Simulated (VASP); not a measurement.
# PbS (Cmcm) in VASP: a series of runs

PbS is run at these levels: r2SCAN; tasks: single point.

Program: VASP 6.6.1. These are calculated values, not measurements. Logs are shortened: lines on timing, memory, paths and dates and some standing lists are left out, and cuts for length are marked.

### 1 The cell of the first run

It takes space group Cmcm (No. 63, orthorhombic). Conventional cell: a = 4.075 Å, b = 11.738 Å, c = 4.192 Å, α = 90.00°, β = 90.00°, γ = 90.00°. Within 3.5 Å of Pb (site symmetry m2m) lie 5 S at 2.63 to 2.93 Å. Within 3.5 Å of S (site symmetry m2m) lie 5 Pb at 2.63 to 2.93 Å.

### 2 Single point, r2SCAN

POSCAR reads:

```
PbS
1.0
    2.0374927668     -5.8689911821      0.0000000000
    2.0374927668      5.8689911821      0.0000000000
    0.0000000000      0.0000000000      4.1919633476
Pb S
2 2
Direct
    0.1305633500      0.8694366500      0.2500000000
    0.8694366500      0.1305633500      0.7500000000
    0.3547970900      0.6452029100      0.2500000000
    0.6452029100      0.3547970900      0.7500000000
```

INCAR.step1 reads:

```
SYSTEM = PbS
PREC = Accurate ; ENCUT = 520
ISMEAR = -1 ; SIGMA = 0.05
LREAL = .False. ; LASPH = .True.
NELM = 80 ; NBANDS = 28
GGA = PE ; ALGO = Normal
EDIFF = 1E-4 ; LWAVE = .True.
LCHARG = .False.
```

INCAR.step2 reads:

```
SYSTEM = PbS
PREC = Accurate ; ENCUT = 520
EDIFF = 1E-7 ; ISMEAR = -1
SIGMA = 0.05 ; LREAL = .False.
LASPH = .True. ; NELM = 80
ALGO = Normal ; ISIF = 2
LWAVE = .False. ; LCHARG = .False.
METAGGA = R2SCAN ; LMIXTAU = .True.
NBANDS = 28 ; ISTART = 1
```

KPOINTS reads:

```
Automatic mesh
0
Gamma
  7 7 6
  0 0 0
```

Potentials or basis: VASP PAW PBE potentials, release 64 (Pb_d, S).

The run is started by

```bash
$ cat potpaw_PBE.64/Pb_d/POTCAR potpaw_PBE.64/S/POTCAR > POTCAR
$ cp INCAR.step1 INCAR
$ mpirun -np 1 vasp_std > vasp.out
$ cp INCAR.step2 INCAR
$ mpirun -np 1 vasp_std > vasp.out
```

OUTCAR:

```text
SYSTEM = PbS
   PREC = Accurate
   ENCUT = 520
   EDIFF = 1E-7
   ISMEAR = -1
   LREAL = .False.
   LASPH = .True.
   NELM = 80
   ISIF = 2
   METAGGA = R2SCAN
   ISTART = 1

 ion  position               nearest neighbor table
   1  0.131  0.869  0.250-   3 2.63   4 2.93   4 2.93   4 2.93   4 2.93   2 3.71   2 3.71   2 4.05
                             2 4.05   2 4.05   2 4.05
   2  0.869  0.131  0.750-   4 2.63   3 2.93   3 2.93   3 2.93   3 2.93   1 3.71   1 3.71   1 4.05
                             1 4.05   1 4.05   1 4.05
   3  0.355  0.645  0.250-   1 2.63   2 2.93   2 2.93   2 2.93   2 2.93
   4  0.645  0.355  0.750-   2 2.63   1 2.93   1 2.93   1 2.93   1 2.93

  LATTYP: Found a base centered orthorhombic cell.
 ALAT       =     4.0749855336
 B/A-ratio  =     2.8804966956
 C/A-ratio  =     1.0287063139

  Lattice vectors:

 A1 = (   2.0374927668,  -5.8689911821,   0.0000000000)
 A2 = (   2.0374927668,   5.8689911821,   0.0000000000)
 A3 = (   0.0000000000,   0.0000000000,   4.1919633476)

Analysis of symmetry for initial positions (statically):
=====================================================================
 Subroutine PRICEL returns:
 Original cell was already a primitive cell.

 Routine SETGRP: Setting up the symmetry group for a
 base centered orthorhombic supercell.

 Subroutine GETGRP returns: Found  8 space group operations
 (whereof  4 operations were pure point group operations)
 out of a pool of  8 trial point group operations.

The static configuration has the point symmetry C_2h.
 The point group associated with its full space group is D_2h.

Analysis of symmetry for dynamics (positions and initial velocities):
=====================================================================
 Subroutine PRICEL returns:
 Original cell was already a primitive cell.

 Routine SETGRP: Setting up the symmetry group for a
 base centered orthorhombic supercell.

 Subroutine GETGRP returns: Found  8 space group operations
 (whereof  4 operations were pure point group operations)
 out of a pool of  8 trial point group operations.

The dynamic configuration has the point symmetry C_2h.
 The point group associated with its full space group is D_2h.

 Subroutine INISYM returns: Found  8 space group operations
 (whereof  4 operations are pure point group operations),
 and found     1 'primitive' translations

----------------------------------------------------------------------------------------

                                     Primitive cell

  volume of cell :     100.2552

  direct lattice vectors                    reciprocal lattice vectors
     2.037492767 -5.868991182  0.000000000     0.245399644 -0.085193517  0.000000000
     2.037492767  5.868991182  0.000000000     0.245399644  0.085193517  0.000000000
     0.000000000  0.000000000  4.191963348     0.000000000  0.000000000  0.238551704

  length of vectors
     6.212602858  6.212602858  4.191963348     0.259767051  0.259767051  0.238551704

  position of ions in fractional coordinates (direct lattice)
     0.130563350  0.869436650  0.250000000
     0.869436650  0.130563350  0.750000000
     0.354797090  0.645202910  0.250000000
     0.645202910  0.354797090  0.750000000

  ion indices of the primitive-cell ions
   primitive index   ion index
                 1           1
                 2           2
                 3           3
                 4           4

----------------------------------------------------------------------------------------

 KPOINTS: Automatic mesh

Automatic generation of k-mesh.
 Grid dimensions read from file:
 generate k-points for:    7    7    6

 Generating k-lattice:

  Cartesian coordinates                     Fractional coordinates (reciprocal lattice)
     0.035057092 -0.012170502  0.000000000     0.142857143  0.000000000  0.000000000
     0.035057092  0.012170502  0.000000000     0.000000000  0.142857143  0.000000000
     0.000000000  0.000000000  0.039758617     0.000000000  0.000000000  0.166666667

  Length of vectors
     0.037109579  0.037109579  0.039758617

  Shift w.r.t. Gamma in fractional coordinates (k-lattice)
     0.000000000  0.000000000  0.000000000

 Subroutine IBZKPT returns following result:
 ===========================================

 Found     64 irreducible k-points:

 Following reciprocal coordinates:
            Coordinates               Weight
  0.000000  0.000000  0.000000      1.000000
  0.142857  0.000000  0.000000      4.000000
  0.285714 -0.000000  0.000000      4.000000
  0.428571  0.000000  0.000000      4.000000
  0.142857  0.142857  0.000000      2.000000
  0.285714  0.142857  0.000000      4.000000
[... 16 lines left out ...]
  0.428571  0.142857  0.166667      8.000000
 -0.428571  0.142857  0.166667      8.000000
 [... further k-points ...]
   k-points           NKPTS =     64   k-points in BZ     NKDIM =     64   number of bands    NBANDS=     28
   number of dos      NEDOS =    301   number of ions     NIONS =      4
   total plane-waves  NPLWV =  73728
   dimension x,y,z NGX =    48 NGY =   48 NGZ =   32
   dimension x,y,z NGXF=    96 NGYF=   96 NGZF=   64
   ions per type =               2   2
   NGX,Y,Z   is equivalent  to a cutoff of  12.84, 12.84, 12.69 a.u.
   NGXF,Y,Z  is equivalent  to a cutoff of  25.69, 25.69, 25.38 a.u.
 SYSTEM =  PbS
   PREC   = accura    normal or accurate (medium, high low for compatibility)
   ISTART =      1    job   : 0-new  1-cont  2-samecut
   ICHARG =      0    charge: 1-file 2-atom 10-const
   ISPIN  =      1    spin polarized calculation?
   LNONCOLLINEAR =      F non collinear calculations
   LSORBIT =      F    spin-orbit coupling
   LASPH  =      T    aspherical Exc in radial PAW
   ENCUT  =  520.0 eV  38.22 Ry    6.18 a.u.  11.55 11.55  7.79*2*pi/ulx,y,z
   NELM   =     80;   NELMIN=  2; NELMDL=  0     # of ELM steps
   EDIFF  = 0.1E-06   stopping-criterion for ELM
   LREAL  =      F    real-space projection
   EDIFFG = 0.1E-05   stopping-criterion for IOM
   NSW    =      0    number of steps for IOM
   IBRION =     -1    ionic relax: 0-MD 1-quasi-New 2-CG
   NFREE  =      0    steps in history (QN), initial steepest desc. (CG)
   ISIF   =      2    stress and relaxation
   ISYM   =      2    0-nonsym 1-usesym 2-fastsym
   POTIM  = 0.5000    time-step for ionic-motion
   TEBEG  =    0.0;   TEEND  =   0.0 temperature during run
   PSTRESS=    0.0 pullay stress
   NELECT =      40.0000    total number of electrons
   NUPDOWN=      -1.0000    fix difference up-down
   EMIN   =  10.00;   EMAX   =-10.00  energy-range for DOS
   EFERMI =   0.00;   METHOD = LEGACY
   ISMEAR =    -1;   SIGMA  =   0.05  broadening in eV -4-tet -1-fermi 0-gaus
   EFERMI_NEDOS =   21; number of points for ismear=-14 and -15
   IALGO  =     38    algorithm
   IMIX   =      4    mixing-type and parameters
     AMIX     =   0.40;   BMIX     =  1.00
     AMIX_MAG =   1.60;   BMIX_MAG =  1.00
  volume/ion in A,a.u.               =      25.06       169.14
  Fermi-wavevector in a.u.,A,eV,Ry     =   1.205200  2.277498 19.762561  1.452507
  Thomas-Fermi vector in A             =   2.340903
   LORBIT       =      0    0 simple, 1 ext, 2 COOP (PROOUT), +10 PAW based schemes
   METAGGA = R2SCAN    functional components
   LHFCALC =     F    Hartree Fock is set to
   AEXX    =    0.0000 exact exchange contribution
   IVDW    =     0    specifies the selected vdW correction
   LEPSILON=     F    determine dielectric tensor
   LRPA    =     F    only Hartree local field effects (RPA)
 non-spin polarized calculation
  energy-cutoff  :      520.00
  volume of cell :      100.26
 maximum number of plane-waves:      2732
 NGX is ok and might be reduce to    48
   NGX = 23   NGY = 23   NGZ = 15

 number of electron      39.9999997 magnetization

 Free energy of the ion-electron system (eV)
  ---------------------------------------------------
  ext. energy  EPLUGINS =         0.00000000
  ---------------------------------------------------
  free energy    TOTEN  =      -131.05843963 eV

  energy without entropy =     -131.05843960  energy(sigma->0) =     -131.05843962

 E-fermi :   6.1946     XC(G=0): -10.4419

 val. band max:        5.4797573591   @ k =  -0.4286   0.4286   0.3333
 cond. band min:       6.8588333609   @ k =   0.4286   0.4286   0.0000
 fundamental gap:      1.3790760018
 Fermi energy:         6.1946018608

 k-point     1 :       0.0000    0.0000    0.0000
  band No.  band energies     occupation
      1     -11.5975      2.00000
      2     -11.4347      2.00000
      3     -11.4213      2.00000
      4     -11.4140      2.00000
      5     -11.3785      2.00000
      6     -11.3742      2.00000
[... 20 lines left out ...]
     27      12.2927      0.00000
     28      12.9620      0.00000

 k-point     2 :       0.1429    0.0000    0.0000
  band No.  band energies     occupation
      1     -11.5791      2.00000
      2     -11.4285      2.00000
      3     -11.4130      2.00000
      4     -11.4084      2.00000
      5     -11.3831      2.00000
      6     -11.3811      2.00000
[... 20 lines left out ...]
     27      12.3930      0.00000
     28      13.3132      0.00000

 k-point     3 :       0.2857   -0.0000    0.0000
  band No.  band energies     occupation
      1     -11.5340      2.00000
      2     -11.4230      2.00000
      3     -11.4159      2.00000
      4     -11.4033      2.00000
      5     -11.3855      2.00000
      6     -11.3825      2.00000
[... 20 lines left out ...]
     27      13.3622      0.00000
     28      13.9952      0.00000

 k-point     4 :       0.4286    0.0000    0.0000
  band No.  band energies     occupation
      1     -11.4835      2.00000
      2     -11.4423      2.00000
      3     -11.4230      2.00000
      4     -11.4200      2.00000
      5     -11.3817      2.00000
      6     -11.3780      2.00000
[... 578 lines left out ...]
     27      12.7749      0.00000
     28      14.1810      0.00000

 k-point    23 :       0.4286    0.1429    0.1667
  band No.  band energies     occupation
      1     -11.5084      2.00000
      2     -11.4826      2.00000
      3     -11.4245      2.00000
      4     -11.4001      2.00000
      5     -11.3832      2.00000
      6     -11.3707      2.00000
[... 20 lines left out ...]
     27      13.2165      0.00000
     28      14.1361      0.00000

 k-point    24 :      -0.4286    0.1429    0.1667
  band No.  band energies     occupation
      1     -11.5331      2.00000
      2     -11.4493      2.00000
      3     -11.4177      2.00000
      4     -11.3979      2.00000
      5     -11.3885      2.00000
      6     -11.3744      2.00000
[... 20 lines left out ...]
     27      13.5580      0.00000
     28      14.3299      0.00000

 [... further k-points ...]

------------------------ aborting loop because EDIFF is reached ----------------------------------------

  FORCE on cell =-STRESS in cart. coord.  units (eV):
  Direction    XX          YY          ZZ          XY          YZ          ZX
  --------------------------------------------------------------------------------------
  -------------------------------------------------------------------------------------
  Total        2.5523036      2.3372800      2.4796482      0.0000000     -0.0000000      0.0000000
  in kB       40.7883291     37.3520394     39.6272234      0.0000000     -0.0000000      0.0000000
  external PRESSURE =      39.2558640 kB  Pullay stress =       0.0000000 kB

 VOLUME and BASIS-vectors are now :
 -----------------------------------------------------------------------------
  energy-cutoff  :      520.00
  volume of cell :      100.26
      direct lattice vectors                 reciprocal lattice vectors
     2.037492767 -5.868991182  0.000000000     0.245399644 -0.085193517  0.000000000
     2.037492767  5.868991182  0.000000000     0.245399644  0.085193517  0.000000000
     0.000000000  0.000000000  4.191963348     0.000000000  0.000000000  0.238551704

 POSITION                                       TOTAL-FORCE (eV/Angst)
 -----------------------------------------------------------------------------------
      2.03749      4.33644      1.04799         0.000000      0.411909     -0.000000
      2.03749     -4.33644      3.14397         0.000000     -0.411909      0.000000
      2.03749      1.70439      1.04799         0.000000     -0.226695     -0.000000
      2.03749     -1.70439      3.14397         0.000000      0.226695     -0.000000
 -----------------------------------------------------------------------------------
    total drift:                               -0.000000     -0.000000      0.000000

  FREE ENERGIE OF THE ION-ELECTRON SYSTEM (eV)
  ---------------------------------------------------
  free  energy   TOTEN  =      -131.0584396336 eV

  energy  without entropy=     -131.0584395966  energy(sigma->0) =     -131.05843962
```

Run time: 5.2 min. Hardware: 1 thread of Intel Xeon 6975P-C (Granite Rapids), shared host; peak memory 0.38 GiB.

What came out:

- Free energy: -131.0584 eV
- Pressure: 3.9 GPa
- Largest force: 0.412 eV/Å
- Band gap on the k mesh: 1.38 eV (least direct gap 1.75 eV)

Forces on the atoms (eV/Å):
```
Pb   0.000  0.412  0.000
Pb   0.000 -0.412  0.000
S    0.000 -0.227  0.000
S    0.000  0.227  0.000
```

Stress tensor (GPa, compression positive):
```
4.08 0.00 0.00
0.00 3.74 0.00
0.00 0.00 3.96
```

Caveat: the cell stands under pressure; the PAW data sets were made with another functional, which shifts forces and pressure a little; spin-orbit coupling is left out, which moves the levels of the heavy elements; an odd mesh through Γ misses points on the zone boundary, where band edges can lie.

### 3 Single point, r2SCAN

This run uses another cell than the first one, of 25.60 Å³/atom.

POSCAR reads:

```
PbS
1.0
    2.0518417802     -5.9103234677      0.0000000000
    2.0518417802      5.9103234677      0.0000000000
    0.0000000000      0.0000000000      4.2214851889
Pb S
2 2
Direct
    0.1305633500      0.8694366500      0.2500000000
    0.8694366500      0.1305633500      0.7500000000
    0.3547970900      0.6452029100      0.2500000000
    0.6452029100      0.3547970900      0.7500000000
```

INCAR.step1 reads:

```
PREC = Accurate ; ENCUT = 520
ISMEAR = -1 ; SIGMA = 0.05
LREAL = False ; LASPH = True
NELM = 80 ; NBANDS = 28
GGA = PE ; ALGO = Normal
EDIFF = 1E-4 ; LWAVE = True
LCHARG = False
```

INCAR.step2 reads:

```
PREC = Accurate ; ENCUT = 520
EDIFF = 1E-6 ; ISMEAR = -1
SIGMA = 0.05 ; LREAL = False
LASPH = True ; NELM = 80
ALGO = Normal ; ISIF = 2
LWAVE = False ; LCHARG = True
METAGGA = R2SCAN ; LMIXTAU = True
LELF = True ; LVHAR = True
NBANDS = 28 ; ISTART = 1
```

KPOINTS reads:

```
Automatic mesh
0
Gamma
  7 7 6
```

Potentials or basis: VASP PAW PBE potentials, release 64 (Pb_d, S).

The run is started by

```bash
$ cat potpaw_PBE.64/Pb_d/POTCAR potpaw_PBE.64/S/POTCAR > POTCAR
$ cp INCAR.step1 INCAR
$ mpirun -np 1 vasp_std > vasp.out
$ cp INCAR.step2 INCAR
$ mpirun -np 1 vasp_std > vasp.out
```

Run time: 4.3 min. Hardware: 1 thread of Intel Xeon 6975P-C (Granite Rapids), shared host; peak memory 0.38 GiB.

Results (log left out):

| Property | Result |
| --- | --- |
| Free energy | -131.1017 eV |
| Pressure | 2.5 GPa |
| Largest force | 0.263 eV/Å |
| Band gap on the k mesh | 1.43 eV (least direct gap 1.78 eV) |

Forces in eV/Å, atoms in the order of the input:
```
Pb   0.000  0.263  0.000
Pb   0.000 -0.263  0.000
S    0.000 -0.135  0.000
S    0.000  0.135  0.000
```

Stress tensor (GPa, compression positive):
```
2.58 0.00 0.00
0.00 2.31 0.00
0.00 0.00 2.48
```

Levels at points of the mesh, in eV from the valence-band top:
| k point | band 16 | band 17 | band 18 | band 19 | band 20 | band 21 | band 22 | band 23 | band 24 | band 25 |
| --- | --- | --- | --- | --- | --- | --- | --- | --- | --- | --- |
| (0.00, 0.00, 0.00) | -3.24 | -2.66 | -1.87 | -1.69 | -0.57 | 5.04 | 5.22 | 5.39 | 6.22 | 6.33 |
| (0.00, 0.00, 0.50) | -2.99 | -1.30 | -1.30 | -0.06 | -0.06 | 2.17 | 2.17 | 3.09 | 3.09 | 5.57 |

Caveat: the PAW data sets were made with another functional, which shifts forces and pressure a little; spin-orbit coupling is left out, which moves the levels of the heavy elements; an odd mesh through Γ misses points on the zone boundary, where band edges can lie.

### 4 Single point, r2SCAN

This run uses another cell than the first one, of 26.13 Å³/atom.

POSCAR reads:

```
PbS
1.0
    2.0659928603     -5.9510856073      0.0000000000
    2.0659928603      5.9510856073      0.0000000000
    0.0000000000      0.0000000000      4.2505997999
Pb S
2 2
Direct
    0.1305633500      0.8694366500      0.2500000000
    0.8694366500      0.1305633500      0.7500000000
    0.3547970900      0.6452029100      0.2500000000
    0.6452029100      0.3547970900      0.7500000000
```

INCAR.step1 reads:

```
PREC = Accurate
ENCUT = 520
ISMEAR = -1
SIGMA = 0.05
LREAL = False
LASPH = True
NELM = 60
NBANDS = 28
GGA = PE
ALGO = Normal
EDIFF = 1E-4
LWAVE = True
LCHARG = False
```

INCAR.step2 reads:

```
PREC = Accurate
ENCUT = 520
EDIFF = 1E-6
ISMEAR = -1
SIGMA = 0.05
LREAL = False
LASPH = True
NELM = 60
ALGO = Normal
ISIF = 2
LWAVE = False
LCHARG = False
METAGGA = R2SCAN
LMIXTAU = True
NBANDS = 28
ISTART = 1
```

KPOINTS reads:

```
regular mesh
0
Gamma
  7 7 6
```

The run is started by

```bash
$ cat potpaw_PBE.64/Pb_d/POTCAR potpaw_PBE.64/S/POTCAR > POTCAR
$ cp INCAR.step1 INCAR
$ mpirun -np 1 vasp_std > vasp.out
$ cp INCAR.step2 INCAR
$ mpirun -np 1 vasp_std > vasp.out
```

Wall time 4.3 min (1 thread of Intel Xeon 6975P-C (Granite Rapids), shared host); peak memory 0.38 GiB.

It converged, with:

```
Free energy            : -131.1263 eV
Pressure               : 1.1 GPa
Largest force          : 0.123 eV/Å
Band gap on the k mesh : 1.48 eV (least direct gap 1.79 eV)
```

Forces in eV/Å, atoms in the order of the input:
```
Pb   0.000  0.123  0.000
Pb   0.000 -0.123  0.000
S    0.000 -0.051  0.000
S    0.000  0.051  0.000
```

Stress tensor (GPa, compression positive):
```
1.23 0.00 0.00
0.00 1.03 0.00
0.00 0.00 1.15
```

Levels at points of the mesh, in eV from the valence-band top:
```
           k point  band 17  band 18  band 19  band 20  band 21  band 22  band 23  band 24
(0.00, 0.00, 0.00)    -2.53    -1.76    -1.59    -0.52     5.11     5.18     5.36     6.15
(0.00, 0.00, 0.50)    -1.21    -1.21    -0.05    -0.05     2.20     2.20     3.13     3.13
```

Caveat: the PAW data sets were made with another functional, which shifts forces and pressure a little; spin-orbit coupling is left out, which moves the levels of the heavy elements; an odd mesh through Γ misses points on the zone boundary, where band edges can lie.

### 5 Summary

| cell | gap on the mesh (eV) | pressure (GPa) | largest force (eV/Å) |
| --- | --- | --- | --- |
| a = 6.213, b = 6.213, c = 4.192 Å, angles 90.0, 90.0, 141.7°, 4 atoms | 1.38 | 3.9 | 0.41 |
| a = 6.256, b = 6.256, c = 4.221 Å, angles 90.0, 90.0, 141.7°, 4 atoms | 1.43 | 2.5 | 0.26 |
| a = 6.300, b = 6.300, c = 4.251 Å, angles 90.0, 90.0, 141.7°, 4 atoms | 1.48 | 1.1 | 0.12 |

Alike in all rows: task single point; level r2SCAN; potentials or basis VASP PAW PBE potentials, release 64 (Pb_d, S); no spin polarisation; k mesh 7 × 7 × 6; cutoff (eV) 520; smearing fermi-dirac 0.05 eV.

Caveats: the PAW data sets were made with another functional, which shifts forces and pressure a little; spin-orbit coupling is left out, which moves the levels of the heavy elements; an odd mesh through Γ misses points on the zone boundary, where band edges can lie; the cell stands under pressure (at least some runs).

Total energies depend on the potentials used, so only differences within one code and one set of settings carry meaning.
